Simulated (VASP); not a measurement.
# Cd (Fm-3m) in VASP: single point with r2SCAN

Aim: the single point of Cd with r2SCAN.

Program: VASP 6.6.1. These are calculated values, not measurements. Logs are shortened: lines on timing, memory, paths and dates and some standing lists are left out, and cuts for length are marked.

## Step 1: The cell of the first run

It takes space group Fm-3m (No. 225, cubic). Conventional cell: a = 4.214 Å, b = 4.214 Å, c = 4.214 Å, α = 90.00°, β = 90.00°, γ = 90.00°. Within 3.9 Å of Cd (site symmetry m-3m) lie 12 Cd at 2.98 Å.

## Step 2: Single point, r2SCAN (strain -0.050 along x and y, -0.050 along z)

POSCAR reads:

```
Cd
1.0
    0.0000000000      2.1072422625      2.1072422625
    2.1072422625      0.0000000000      2.1072422625
    2.1072422625      2.1072422625      0.0000000000
Cd
1
Direct
    0.0000000000      0.0000000000      0.0000000000
```

INCAR.step1 reads:

```
PREC     = Accurate       # precision mode
ENCUT    = 520            # plane-wave cutoff, eV
ISMEAR   = 0              # smearing method
SIGMA    = 0.15           # smearing width, eV
LREAL    = F              # projectors in reciprocal space
LASPH    = T              # aspherical terms in the spheres
NELM     = 60             # most SCF steps
NBANDS   = 12             # bands
GGA      = PE             # functional
ALGO     = Normal         # electronic algorithm
EDIFF    = 1E-4           # SCF threshold, eV
LWAVE    = T              # write WAVECAR
LCHARG   = F              # write CHGCAR
```

INCAR.step2 reads:

```
PREC     = Accurate       # precision mode
ENCUT    = 520            # plane-wave cutoff, eV
EDIFF    = 1E-6           # SCF threshold, eV
ISMEAR   = 0              # smearing method
SIGMA    = 0.15           # smearing width, eV
LREAL    = F              # projectors in reciprocal space
LASPH    = T              # aspherical terms in the spheres
NELM     = 60             # most SCF steps
ALGO     = Normal         # electronic algorithm
ISIF     = 2              # what is computed and relaxed
LWAVE    = F              # write WAVECAR
LCHARG   = F              # write CHGCAR
METAGGA  = R2SCAN         # meta-GGA
LMIXTAU  = T            
NBANDS   = 12             # bands
ISTART   = 1
```

KPOINTS reads:

```
Automatic mesh
0
Gamma
  18 18 18
```

Potentials or basis: VASP PAW PBE potentials, release 64 (Cd).

The run is started by

```
> cat potpaw_PBE.64/Cd/POTCAR > POTCAR
> cp INCAR.step1 INCAR
> mpirun -np 1 vasp_std > vasp.out
> cp INCAR.step2 INCAR
> mpirun -np 1 vasp_std > vasp.out
```

OUTCAR:

```text
PREC = Accurate
   ENCUT = 520
   EDIFF = 1E-6
   ISMEAR = 0
   LREAL = F
   LASPH = T
   NELM = 60
   ISIF = 2
   METAGGA = R2SCAN
   ISTART = 1

 ion  position               nearest neighbor table
   1  0.000  0.000  0.000-

  LATTYP: Found a face centered cubic cell.
 ALAT       =     4.2144845250

  Lattice vectors:

 A1 = (   0.0000000000,   2.1072422625,   2.1072422625)
 A2 = (   2.1072422625,   0.0000000000,   2.1072422625)
 A3 = (   2.1072422625,   2.1072422625,   0.0000000000)

Analysis of symmetry for initial positions (statically):
=====================================================================
 Subroutine PRICEL returns:
 Original cell was already a primitive cell.

 Routine SETGRP: Setting up the symmetry group for a
 face centered cubic supercell.

 Subroutine GETGRP returns: Found 48 space group operations
 (whereof 48 operations were pure point group operations)
 out of a pool of 48 trial point group operations.

The static configuration has the point symmetry O_h .

Analysis of symmetry for dynamics (positions and initial velocities):
=====================================================================
 Subroutine PRICEL returns:
 Original cell was already a primitive cell.

 Routine SETGRP: Setting up the symmetry group for a
 face centered cubic supercell.

 Subroutine GETGRP returns: Found 48 space group operations
 (whereof 48 operations were pure point group operations)
 out of a pool of 48 trial point group operations.

The dynamic configuration has the point symmetry O_h .

 Subroutine INISYM returns: Found 48 space group operations
 (whereof 48 operations are pure point group operations),
 and found     1 'primitive' translations

----------------------------------------------------------------------------------------

                                     Primitive cell

  volume of cell :      18.7143

  direct lattice vectors                    reciprocal lattice vectors
     0.000000000  2.107242262  2.107242262    -0.237276942  0.237276942  0.237276942
     2.107242262  0.000000000  2.107242262     0.237276942 -0.237276942  0.237276942
     2.107242262  2.107242262  0.000000000     0.237276942  0.237276942 -0.237276942

  length of vectors
     2.980090587  2.980090587  2.980090587     0.410975719  0.410975719  0.410975719

  position of ions in fractional coordinates (direct lattice)
     0.000000000  0.000000000  0.000000000

  ion indices of the primitive-cell ions
   primitive index   ion index
                 1           1

----------------------------------------------------------------------------------------

 KPOINTS: Automatic mesh

Automatic generation of k-mesh.
 Grid dimensions read from file:
 generate k-points for:   18   18   18

 Generating k-lattice:

  Cartesian coordinates                     Fractional coordinates (reciprocal lattice)
    -0.013182052  0.013182052  0.013182052     0.055555556  0.000000000  0.000000000
     0.013182052 -0.013182052  0.013182052     0.000000000  0.055555556  0.000000000
     0.013182052  0.013182052 -0.013182052     0.000000000  0.000000000  0.055555556

  Length of vectors
     0.022831984  0.022831984  0.022831984

  Shift w.r.t. Gamma in fractional coordinates (k-lattice)
     0.000000000  0.000000000  0.000000000

 Subroutine IBZKPT returns following result:
 ===========================================

 Found    195 irreducible k-points:

 Following reciprocal coordinates:
            Coordinates               Weight
  0.000000  0.000000  0.000000      1.000000
  0.055556  0.000000  0.000000      8.000000
  0.111111  0.000000  0.000000      8.000000
  0.166667  0.000000  0.000000      8.000000
  0.222222  0.000000  0.000000      8.000000
  0.277778  0.000000  0.000000      8.000000
[... 16 lines left out ...]
 -0.277778  0.055556  0.000000     24.000000
 -0.222222  0.055556  0.000000     24.000000
 [... further k-points ...]
   k-points           NKPTS =    195   k-points in BZ     NKDIM =    195   number of bands    NBANDS=     12
   number of dos      NEDOS =    301   number of ions     NIONS =      1
   total plane-waves  NPLWV =  13824
   dimension x,y,z NGX =    24 NGY =   24 NGZ =   24
   dimension x,y,z NGXF=    48 NGYF=   48 NGZF=   48
   ions per type =               1
   NGX,Y,Z   is equivalent  to a cutoff of  13.39, 13.39, 13.39 a.u.
   NGXF,Y,Z  is equivalent  to a cutoff of  26.78, 26.78, 26.78 a.u.
 SYSTEM =  unknown system
   PREC   = accura    normal or accurate (medium, high low for compatibility)
   ISTART =      1    job   : 0-new  1-cont  2-samecut
   ICHARG =      0    charge: 1-file 2-atom 10-const
   ISPIN  =      1    spin polarized calculation?
   LNONCOLLINEAR =      F non collinear calculations
   LSORBIT =      F    spin-orbit coupling
   LASPH  =      T    aspherical Exc in radial PAW
   ENCUT  =  520.0 eV  38.22 Ry    6.18 a.u.   5.54  5.54  5.54*2*pi/ulx,y,z
   NELM   =     60;   NELMIN=  2; NELMDL=  0     # of ELM steps
   EDIFF  = 0.1E-05   stopping-criterion for ELM
   LREAL  =      F    real-space projection
   EDIFFG = 0.1E-04   stopping-criterion for IOM
   NSW    =      0    number of steps for IOM
   IBRION =     -1    ionic relax: 0-MD 1-quasi-New 2-CG
   NFREE  =      0    steps in history (QN), initial steepest desc. (CG)
   ISIF   =      2    stress and relaxation
   ISYM   =      2    0-nonsym 1-usesym 2-fastsym
   POTIM  = 0.5000    time-step for ionic-motion
   TEBEG  =    0.0;   TEEND  =   0.0 temperature during run
   PSTRESS=    0.0 pullay stress
   NELECT =      12.0000    total number of electrons
   NUPDOWN=      -1.0000    fix difference up-down
   EMIN   =  10.00;   EMAX   =-10.00  energy-range for DOS
   EFERMI =   0.00;   METHOD = LEGACY
   ISMEAR =     0;   SIGMA  =   0.15  broadening in eV -4-tet -1-fermi 0-gaus
   EFERMI_NEDOS =   21; number of points for ismear=-14 and -15
   IALGO  =     38    algorithm
   IMIX   =      4    mixing-type and parameters
     AMIX     =   0.40;   BMIX     =  1.00
     AMIX_MAG =   1.60;   BMIX_MAG =  1.00
  volume/ion in A,a.u.               =      18.71       126.29
  Fermi-wavevector in a.u.,A,eV,Ry     =   1.411706  2.667737 27.115220  1.992912
  Thomas-Fermi vector in A             =   2.533529
   LORBIT       =      0    0 simple, 1 ext, 2 COOP (PROOUT), +10 PAW based schemes
   METAGGA = R2SCAN    functional components
   LHFCALC =     F    Hartree Fock is set to
   AEXX    =    0.0000 exact exchange contribution
   IVDW    =     0    specifies the selected vdW correction
   LEPSILON=     F    determine dielectric tensor
   LRPA    =     F    only Hartree local field effects (RPA)
 non-spin polarized calculation
 Gauss-broadening in eV      SIGMA  =   0.15
  energy-cutoff  :      520.00
  volume of cell :       18.71
 maximum number of plane-waves:       531
 NGX is ok and might be reduce to    24
   NGX = 11   NGY = 11   NGZ = 11

 number of electron      12.0000005 magnetization

 Free energy of the ion-electron system (eV)
  ---------------------------------------------------
  ext. energy  EPLUGINS =         0.00000000
  ---------------------------------------------------
  free energy    TOTEN  =       -19.97328121 eV

  energy without entropy =      -19.96972446  energy(sigma->0) =      -19.97150284

 E-fermi :   4.0439     XC(G=0): -12.7275

 val. band max:        4.0128399307   @ k =  -0.4444   0.2222   0.0000
 cond. band min:       4.0493632927   @ k =  -0.3333   0.3333   0.1667
 fundamental gap:      0.0365233620
 Fermi energy:         4.0439131682

 k-point     1 :       0.0000    0.0000    0.0000
  band No.  band energies     occupation
      1      -6.4065      2.00000
      2      -6.0589      2.00000
      3      -6.0589      2.00000
      4      -6.0589      2.00000
      5      -5.4146      2.00000
      6      -5.4146      2.00000
      7      18.9903      0.00000
      8      21.3397      0.00000
      9      21.3397      0.00000
     10      21.3397      0.00000
     11      24.9724      0.00000
     12      24.9724      0.00000

 k-point     2 :       0.0556    0.0000    0.0000
  band No.  band energies     occupation
      1      -6.3201      2.00000
      2      -6.0639      2.00000
      3      -6.0406      2.00000
      4      -6.0406      2.00000
      5      -5.4198      2.00000
      6      -5.4198      2.00000
      7      18.7513      0.00000
      8      20.3052      0.00000
      9      21.2084      0.00000
     10      21.2084      0.00000
     11      25.1913      0.00000
     12      25.1913      0.00000

 k-point     3 :       0.1111    0.0000    0.0000
  band No.  band energies     occupation
      1      -6.2274      2.00000
      2      -5.9931      2.00000
      3      -5.9931      2.00000
      4      -5.9095      2.00000
      5      -5.4287      2.00000
      6      -5.4287      2.00000
      7      17.1883      0.00000
      8      19.6280      0.00000
      9      20.8896      0.00000
     10      20.8896      0.00000
     11      25.1466      0.00000
     12      25.6925      0.00000

 k-point     4 :       0.1667    0.0000    0.0000
  band No.  band energies     occupation
      1      -6.3051      2.00000
      2      -5.9407      2.00000
      3      -5.9407      2.00000
      4      -5.4196      2.00000
      5      -5.4196      2.00000
      6      -5.4117      2.00000
      7      14.8794      0.00000
      8      19.5113      0.00000
      9      20.4977      0.00000
     10      20.4977      0.00000
     11      24.7943      0.00000
     12      25.8436      0.00000

 k-point     5 :       0.2222    0.0000    0.0000
  band No.  band energies     occupation
      1      -6.4248      2.00000
      2      -5.9178      2.00000
      3      -5.9178      2.00000
      4      -5.3629      2.00000
      5      -5.3629      2.00000
      6      -4.6895      2.00000
      7      12.5100      0.00000
      8      19.3435      0.00000
      9      20.0943      0.00000
     10      20.0943      0.00000
     11      24.6463      0.00000
     12      25.1332      0.00000
[... 228 lines left out ...]
      1      -6.7581      2.00000
      2      -6.0414      2.00000
      3      -6.0080      2.00000
      4      -5.0217      2.00000
      5      -4.9964      2.00000
      6      -0.8082      2.00000
      7       5.3427      0.00000
      8      17.1554      0.00000
      9      18.6841      0.00000
     10      19.2518      0.00000
     11      22.8790      0.00000
     12      23.6575      0.00000

 k-point    22 :      -0.3333    0.0556    0.0000
  band No.  band energies     occupation
      1      -6.6735      2.00000
      2      -5.9994      2.00000
      3      -5.9701      2.00000
      4      -5.1517      2.00000
      5      -5.0886      2.00000
      6      -2.1256      2.00000
      7       7.3535      0.00000
      8      17.1523      0.00000
      9      19.1160      0.00000
     10      19.9861      0.00000
     11      22.9264      0.00000
     12      23.7414      0.00000

 k-point    23 :      -0.2778    0.0556    0.0000
  band No.  band energies     occupation
      1      -6.5617      2.00000
      2      -5.9558      2.00000
      3      -5.9255      2.00000
      4      -5.2961      2.00000
      5      -5.2119      2.00000
      6      -3.2860      2.00000
      7       9.5195      0.00000
      8      17.2866      0.00000
      9      19.6498      0.00000
     10      20.7585      0.00000
     11      23.2131      0.00000
     12      23.6872      0.00000

 k-point    24 :      -0.2222    0.0556    0.0000
  band No.  band energies     occupation
      1      -6.4349      2.00000
      2      -5.9303      2.00000
      3      -5.8949      2.00000
      4      -5.4204      2.00000
      5      -5.3405      2.00000
      6      -4.2568      2.00000
      7      11.7999      0.00000
      8      17.5353      0.00000
      9      20.1750      0.00000
     10      21.3948      0.00000
     11      23.5907      0.00000
     12      23.8585      0.00000

 [... further k-points ...]
[... 5 lines left out ...]
  --------------------------------------------------------------------------------------
  -------------------------------------------------------------------------------------
  Total        1.4830156      1.4830156      1.4830156      0.0000000      0.0000000     -0.0000000
  in kB      126.9646725    126.9646725    126.9646725      0.0000000      0.0000000     -0.0000000
  external PRESSURE =     126.9646725 kB  Pullay stress =       0.0000000 kB

 VOLUME and BASIS-vectors are now :
 -----------------------------------------------------------------------------
  energy-cutoff  :      520.00
  volume of cell :       18.71
      direct lattice vectors                 reciprocal lattice vectors
     0.000000000  2.107242262  2.107242262    -0.237276942  0.237276942  0.237276942
     2.107242262  0.000000000  2.107242262     0.237276942 -0.237276942  0.237276942
     2.107242262  2.107242262  0.000000000     0.237276942  0.237276942 -0.237276942

 POSITION                                       TOTAL-FORCE (eV/Angst)
 -----------------------------------------------------------------------------------
      0.00000      0.00000      0.00000         0.000000      0.000000      0.000000
 -----------------------------------------------------------------------------------
    total drift:                                0.000000     -0.000000     -0.000000

  FREE ENERGIE OF THE ION-ELECTRON SYSTEM (eV)
  ---------------------------------------------------
  free  energy   TOTEN  =       -19.9732812136 eV

  energy  without entropy=      -19.9697244610  energy(sigma->0) =      -19.97150284
```

Wall time 2.4 min (1 thread of AMD EPYC 7R13 (Zen 3), shared host); peak memory 0.14 GiB.

What came out:

```yaml
Free_energy: -19.9733 eV
Pressure: 12.7 GPa
Band_gap_on_the_k_mesh: zero (band 6 reaches 5.67 eV, above the bottom of band 7 at 3.00 eV)
```

Levels at points of the mesh, in eV from the Fermi level:
| k point | band 3 | band 4 | band 5 | band 6 | band 7 | band 8 | band 9 | band 10 |
| --- | --- | --- | --- | --- | --- | --- | --- | --- |
| (0.00, 0.00, 0.00) | -10.10 | -10.10 | -9.46 | -9.46 | 14.95 | 17.30 | 17.30 | 17.30 |
| (0.50, 0.00, 0.00) | -10.10 | -8.94 | -8.94 | -3.14 | -1.05 | 14.10 | 14.74 | 14.74 |
| (0.50, 0.50, 0.00) | -8.97 | -8.80 | -8.80 | -1.35 | 2.18 | 7.73 | 7.73 | 12.46 |

Caveat: the cell differs from its parent crystal (strain -0.050 along x and y, -0.050 along z); the PAW data sets were made with another functional, which shifts forces and pressure a little.
